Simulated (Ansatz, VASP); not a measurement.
## Al3GaN4 in VASP and in Ansatz

```
Al Ga N
1.0
     4.92030    0.00000    0.00000
     0.00000    4.92030    0.00000
     0.00000    0.00000    4.10156
Al Ga N
3 1 4
Direct
  0.50000 0.50000 0.00000
  0.50000 0.00000 0.50000
  0.00000 0.50000 0.50000
  0.00000 0.00000 0.00000
  0.74471 0.74471 0.25529
  0.74471 0.25529 0.74471
  0.25529 0.74471 0.74471
  0.25529 0.25529 0.25529
```

Alike in both runs: task single point; functional PBEsol; k mesh 6 × 6 × 6; occupations gaussian, width 0.05 eV; no spin polarisation.

```csv
,VASP,Ansatz
version,VASP 6.6.1,Ansatz 0.2.0
potentials or method,"VASP PAW PBE potentials, release 64 (Al, Ga_d, N), cutoff 520 eV","scalar-relativistic, plane waves, PAW"
valence electrons in the cell,42,42
```

```tsv
	VASP	Ansatz	Ansatz less VASP
gap on the k mesh at the Fermi level (eV)	1.76	1.76	-0.007
least direct gap on the mesh (eV)	1.76	1.76	-0.007
pressure (GPa)	-23.4	-23.3	+0.09
traceless stress, the component that is largest in VASP (GPa)	11.38	11.36	-0.021
rms of the force components (eV/Å)	0.053	0.053	+0.0001
```

VASP's potentials were made for PBE, not for PBEsol. Atom by atom the forces differ by 0.003 eV/Å (rms over components). The functional is the same, so the differences come from potentials, cutoffs and numerics.
